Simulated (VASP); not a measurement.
# AlCo (P-6m2) in VASP: single point with PBE

Aim: the single point of AlCo with PBE.

Everything below comes from runs of VASP 6.6.1. Logs are shortened: lines on timing, memory, paths and dates and some standing lists are left out, and cuts for length are marked.

### 1 The cell of the first run

The structure is hexagonal, space group P-6m2 (No. 187). The conventional cell has a = 2.797 Å, b = 2.797 Å, c = 4.172 Å, α = 90.00°, β = 90.00°, γ = 120.00°. Within 3.5 Å of Co (site symmetry -6m2) lie 6 Al at 2.64 Å and 6 Co at 2.80 Å. Al (site symmetry -6m2) has 6 Co at 2.64 Å and 6 Al at 2.80 Å within 3.5 Å.

### 2 Single point, PBE, collinear spin, ferromagnetic start (Ti replaced by Co, lengths x 0.927, strained)

INCAR

```
ALGO = Normal
EDIFF = 1E-7
ENCUT = 520
GGA = PE
ISIF = 2
ISMEAR = 0
ISPIN = 2
LASPH = T
LCHARG = F
LMAXMIX = 4
LORBIT = 11
LREAL = F
LWAVE = F
MAGMOM = 1.22 0
NBANDS = 17
NELM = 150
PREC = Accurate
SIGMA = 0.1
```

KPOINTS

```
k-points
0
Gamma
  18 18 10
```

POSCAR

```
AlCo
1.0
    2.7966340335      0.0000000000      0.0000000000
   -1.3983170167      2.4219561181      0.0000000000
    0.0000000000      0.0000000000      4.1723877548
Co Al
1 1
Direct
    0.0000000000      0.0000000000      0.0000000000
    0.3333333300      0.6666666700      0.5000000000
```

Potentials or basis: VASP PAW PBE potentials, release 64 (Co, Al).

On the command line:

```console
> cat potpaw_PBE.64/Co/POTCAR potpaw_PBE.64/Al/POTCAR > POTCAR
> mpirun -np 1 vasp_std > vasp.out
```

OUTCAR:

```text
EDIFF = 1E-7
   ENCUT = 520
   GGA = PE
   ISIF = 2
   ISMEAR = 0
   ISPIN = 2
   LASPH = T
   LORBIT = 11
   LREAL = F
   NELM = 150
   PREC = Accurate

 ion  position               nearest neighbor table
   1  0.000  0.000  0.000-   2 2.64   2 2.64   2 2.64   2 2.64   2 2.64   2 2.64
   2  0.333  0.667  0.500-   1 2.64   1 2.64   1 2.64   1 2.64   1 2.64   1 2.64

  LATTYP: Found a hexagonal cell.
 ALAT       =     2.7966340335
 C/A-ratio  =     1.4919319814

  Lattice vectors:

 A1 = (   2.7966340335,   0.0000000000,   0.0000000000)
 A2 = (  -1.3983170167,   2.4219561181,   0.0000000000)
 A3 = (   0.0000000000,   0.0000000000,   4.1723877548)

Analysis of symmetry for initial positions (statically):
=====================================================================
 Subroutine PRICEL returns:
 Original cell was already a primitive cell.

 Routine SETGRP: Setting up the symmetry group for a
 hexagonal supercell.

 Subroutine GETGRP returns: Found 12 space group operations
 (whereof 12 operations were pure point group operations)
 out of a pool of 24 trial point group operations.

The static configuration has the point symmetry D_3h.

Analysis of symmetry for dynamics (positions and initial velocities):
=====================================================================
 Subroutine PRICEL returns:
 Original cell was already a primitive cell.

 Routine SETGRP: Setting up the symmetry group for a
 hexagonal supercell.

 Subroutine GETGRP returns: Found 12 space group operations
 (whereof 12 operations were pure point group operations)
 out of a pool of 24 trial point group operations.

The dynamic configuration has the point symmetry D_3h.

Analysis of structural, dynamic, and magnetic symmetry:
=====================================================================
 Subroutine PRICEL returns:
 Original cell was already a primitive cell.

 Routine SETGRP: Setting up the symmetry group for a
 hexagonal supercell.

 Subroutine GETGRP returns: Found 12 space group operations
 (whereof 12 operations were pure point group operations)
 out of a pool of 24 trial point group operations.

The overall configuration has the point symmetry D_3h.

 Subroutine INISYM returns: Found 12 space group operations
 (whereof 12 operations are pure point group operations),
 and found     1 'primitive' translations

----------------------------------------------------------------------------------------

                                     Primitive cell

  volume of cell :      28.2609

  direct lattice vectors                    reciprocal lattice vectors
     2.796634034  0.000000000  0.000000000     0.357572706  0.206444698  0.000000000
    -1.398317017  2.421956118  0.000000000     0.000000000  0.412889397  0.000000000
     0.000000000  0.000000000  4.172387755     0.000000000  0.000000000  0.239670917

  length of vectors
     2.796634034  2.796634033  4.172387755     0.412889397  0.412889397  0.239670917

  position of ions in fractional coordinates (direct lattice)
     0.000000000  0.000000000  0.000000000
     0.333333330  0.666666670  0.500000000

  ion indices of the primitive-cell ions
   primitive index   ion index
                 1           1
                 2           2

----------------------------------------------------------------------------------------

 KPOINTS: k-points

Automatic generation of k-mesh.
 Grid dimensions read from file:
 generate k-points for:   18   18   10

 Generating k-lattice:

  Cartesian coordinates                     Fractional coordinates (reciprocal lattice)
     0.019865150  0.011469150  0.000000000     0.055555556  0.000000000  0.000000000
     0.000000000  0.022938300  0.000000000     0.000000000  0.055555556  0.000000000
     0.000000000  0.000000000  0.023967092     0.000000000  0.000000000  0.100000000

  Length of vectors
     0.022938300  0.022938300  0.023967092

  Shift w.r.t. Gamma in fractional coordinates (k-lattice)
     0.000000000  0.000000000  0.000000000

 Subroutine IBZKPT returns following result:
 ===========================================

 Found    222 irreducible k-points:

 Following reciprocal coordinates:
            Coordinates               Weight
  0.000000  0.000000  0.000000      1.000000
  0.055556 -0.000000  0.000000      6.000000
  0.111111 -0.000000  0.000000      6.000000
  0.166667  0.000000  0.000000      6.000000
  0.222222  0.000000  0.000000      6.000000
  0.277778  0.000000  0.000000      6.000000
[... 16 lines left out ...]
  0.333333  0.111111  0.000000     12.000000
  0.388889  0.111111  0.000000     12.000000
 [... further k-points ...]
   k-points           NKPTS =    222   k-points in BZ     NKDIM =    222   number of bands    NBANDS=     17
   number of dos      NEDOS =    301   number of ions     NIONS =      2
   total plane-waves  NPLWV =  18432
   dimension x,y,z NGX =    24 NGY =   24 NGZ =   32
   dimension x,y,z NGXF=    48 NGYF=   48 NGZF=   64
   ions per type =               1   1
   NGX,Y,Z   is equivalent  to a cutoff of  14.27, 14.27, 12.75 a.u.
   NGXF,Y,Z  is equivalent  to a cutoff of  28.53, 28.53, 25.50 a.u.
 SYSTEM =  unknown system
   PREC   = accura    normal or accurate (medium, high low for compatibility)
   ISTART =      0    job   : 0-new  1-cont  2-samecut
   ICHARG =      2    charge: 1-file 2-atom 10-const
   ISPIN  =      2    spin polarized calculation?
   LNONCOLLINEAR =      F non collinear calculations
   LSORBIT =      F    spin-orbit coupling
   LASPH  =      T    aspherical Exc in radial PAW
   ENCUT  =  520.0 eV  38.22 Ry    6.18 a.u.   5.20  5.20  7.76*2*pi/ulx,y,z
   NELM   =    150;   NELMIN=  2; NELMDL= -5     # of ELM steps
   EDIFF  = 0.1E-06   stopping-criterion for ELM
   LREAL  =      F    real-space projection
   EDIFFG = 0.1E-05   stopping-criterion for IOM
   NSW    =      0    number of steps for IOM
   IBRION =     -1    ionic relax: 0-MD 1-quasi-New 2-CG
   NFREE  =      0    steps in history (QN), initial steepest desc. (CG)
   ISIF   =      2    stress and relaxation
   ISYM   =      2    0-nonsym 1-usesym 2-fastsym
   POTIM  = 0.5000    time-step for ionic-motion
   TEBEG  =    0.0;   TEEND  =   0.0 temperature during run
   PSTRESS=    0.0 pullay stress
   NELECT =      12.0000    total number of electrons
   NUPDOWN=      -1.0000    fix difference up-down
   EMIN   =  10.00;   EMAX   =-10.00  energy-range for DOS
   EFERMI =   0.00;   METHOD = LEGACY
   ISMEAR =     0;   SIGMA  =   0.10  broadening in eV -4-tet -1-fermi 0-gaus
   EFERMI_NEDOS =   21; number of points for ismear=-14 and -15
   IALGO  =     38    algorithm
   IMIX   =      4    mixing-type and parameters
     AMIX     =   0.40;   BMIX     =  1.00
     AMIX_MAG =   1.60;   BMIX_MAG =  1.00
  volume/ion in A,a.u.               =      14.13        95.36
  Fermi-wavevector in a.u.,A,eV,Ry     =   1.230476  2.325262 20.600180  1.514071
  Thomas-Fermi vector in A             =   2.365323
   LORBIT       =     11    0 simple, 1 ext, 2 COOP (PROOUT), +10 PAW based schemes
   GGA     = PE    functional components
   LHFCALC =     F    Hartree Fock is set to
   AEXX    =    0.0000 exact exchange contribution
   IVDW    =     0    specifies the selected vdW correction
   LEPSILON=     F    determine dielectric tensor
   LRPA    =     F    only Hartree local field effects (RPA)
 spin polarized calculation
 Gauss-broadening in eV      SIGMA  =   0.10
  energy-cutoff  :      520.00
  volume of cell :       28.26
 maximum number of plane-waves:       773
 NGX is ok and might be reduce to    24
   NGX = 11   NGY = 11   NGZ = 15

 number of electron      12.0000001 magnetization       0.8885677

 Free energy of the ion-electron system (eV)
  ---------------------------------------------------
  ext. energy  EPLUGINS =         0.00000000
  ---------------------------------------------------
  free energy    TOTEN  =       -11.17811850 eV

  energy without entropy =      -11.16982285  energy(sigma->0) =      -11.17397067

 E-fermi :   8.0159     XC(G=0): -11.3350

 val. band max:        8.0145742072   @ k =   0.1667   0.1667   0.3000
 cond. band min:       8.0278624188   @ k =   0.3333   0.2778   0.2000
 fundamental gap:      0.0132882116
 Fermi energy:         8.0158659046

 spin component 1

 k-point     1 :       0.0000    0.0000    0.0000
  band No.  band energies     occupation
      1      -1.8649      1.00000
      2       4.8793      1.00000
      3       6.2912      1.00000
      4       6.2912      1.00000
      5       6.3485      1.00000
      6       7.2259      1.00000
[... 9 lines left out ...]
     16      27.5577      0.00000
     17      30.9216      0.00000
[... 441 lines left out ...]
 k-point    24 :       0.3889    0.1111    0.0000
  band No.  band energies     occupation
      1       2.9442      1.00000
      2       5.0379      1.00000
      3       5.4965      1.00000
      4       5.6434      1.00000
      5       6.8094      1.00000
      6       7.4220      1.00000
[... 9 lines left out ...]
     16      29.1821      0.00000
     17      32.1137      0.00000

 [... further k-points ...]

 spin component 2

 k-point     1 :       0.0000    0.0000    0.0000
  band No.  band energies     occupation
      1      -1.9145      1.00000
      2       5.3568      1.00000
      3       6.2517      1.00000
      4       7.4747      1.00000
      5       7.4747      1.00000
      6       8.0063      0.55368
[... 9 lines left out ...]
     16      27.4442      0.00000
     17      30.7806      0.00000
[... 441 lines left out ...]
 k-point    24 :       0.3889    0.1111    0.0000
  band No.  band energies     occupation
      1       2.9887      1.00000
      2       5.3046      1.00000
      3       6.0098      1.00000
      4       6.4074      1.00000
      5       7.5303      1.00000
      6       8.6597      0.00000
[... 9 lines left out ...]
     16      29.1034      0.00000
     17      32.1259      0.00000

 [... further k-points ...]
[... 5 lines left out ...]
  --------------------------------------------------------------------------------------
  -------------------------------------------------------------------------------------
  Total       -2.0547056     -2.0547056     -4.4605096     -0.0000000      0.0000000      0.0000000
  in kB     -116.4859661   -116.4859661   -252.8765088     -0.0000000      0.0000000      0.0000000
  external PRESSURE =    -161.9494803 kB  Pullay stress =       0.0000000 kB

 VOLUME and BASIS-vectors are now :
 -----------------------------------------------------------------------------
  energy-cutoff  :      520.00
  volume of cell :       28.26
      direct lattice vectors                 reciprocal lattice vectors
     2.796634034  0.000000000  0.000000000     0.357572706  0.206444698  0.000000000
    -1.398317017  2.421956118  0.000000000     0.000000000  0.412889397  0.000000000
     0.000000000  0.000000000  4.172387755     0.000000000  0.000000000  0.239670917

 POSITION                                       TOTAL-FORCE (eV/Angst)
 -----------------------------------------------------------------------------------
      0.00000      0.00000      0.00000         0.000000     -0.000000      0.000000
     -0.00000      1.61464      2.08619        -0.000000      0.000000      0.000000
 -----------------------------------------------------------------------------------
    total drift:                               -0.000000      0.000000      0.000000

  FREE ENERGIE OF THE ION-ELECTRON SYSTEM (eV)
  ---------------------------------------------------
  free  energy   TOTEN  =       -11.1781185010 eV

  energy  without entropy=      -11.1698228470  energy(sigma->0) =      -11.17397067

 total charge

# of ion       s       p       d       tot
------------------------------------------
    1        0.379   0.377   7.304   8.059
    2        0.405   0.367   0.000   0.771
--------------------------------------------------
tot          0.784   0.743   7.304   8.831

 magnetization (x)

# of ion       s       p       d       tot
------------------------------------------
    1       -0.002  -0.011   0.995   0.982
    2       -0.005  -0.013   0.000  -0.018
--------------------------------------------------
tot         -0.007  -0.024   0.995   0.964
```

Wall time 3.7 min (1 thread of Intel Xeon 8259CL, shared host); peak memory 0.29 GiB.

What came out:

- Free energy: -11.1781 eV
- Pressure: -16.2 GPa
- Net moment: 0.89 μB per cell
- Site moments: Co +0.98; Al -0.02 μB
- Valence electrons inside the program's atomic spheres: Co 8.06; Al 0.77

Stress tensor (GPa, compression positive):
```
-11.65   0.00   0.00
  0.00 -11.65   0.00
  0.00   0.00 -25.29
```

Levels at points of the mesh, in eV from the Fermi level:
Spin up:
| k point | band 2 | band 3 | band 4 | band 5 | band 6 | band 7 | band 8 | band 9 | band 10 | band 11 |
| --- | --- | --- | --- | --- | --- | --- | --- | --- | --- | --- |
| (0.00, 0.00, 0.00) | -3.14 | -1.72 | -1.72 | -1.67 | -0.79 | -0.79 | 2.13 | 12.99 | 12.99 | 14.10 |
| (0.50, 0.00, 0.00) | -3.49 | -2.60 | -2.55 | -1.06 | -0.58 | 0.55 | 4.29 | 5.53 | 7.14 | 7.79 |
| (0.00, 0.00, 0.50) | -6.41 | -1.99 | -1.72 | -1.72 | -0.83 | -0.83 | 8.66 | 11.61 | 13.92 | 13.92 |
| (0.50, 0.00, 0.50) | -3.18 | -2.77 | -1.47 | -1.15 | -0.58 | -0.42 | 1.22 | 2.81 | 9.49 | 9.76 |
Spin down:
```csv
k point,band 4,band 5,band 6,band 7,band 8,band 9
"(0.00, 0.00, 0.00)",-0.54,-0.54,-0.01,-0.01,2.63,12.95
"(0.50, 0.00, 0.00)",-1.69,-0.31,0.74,1.48,4.24,5.54
"(0.00, 0.00, 0.50)",-0.53,-0.53,-0.06,-0.06,8.58,11.77
"(0.50, 0.00, 0.50)",-0.62,-0.46,-0.42,0.74,1.69,3.40
```

Caveat: the cell differs from its parent crystal (Ti replaced by Co, lengths x 0.927, strained); the stress differs along the axes, from -25 to -12 GPa.
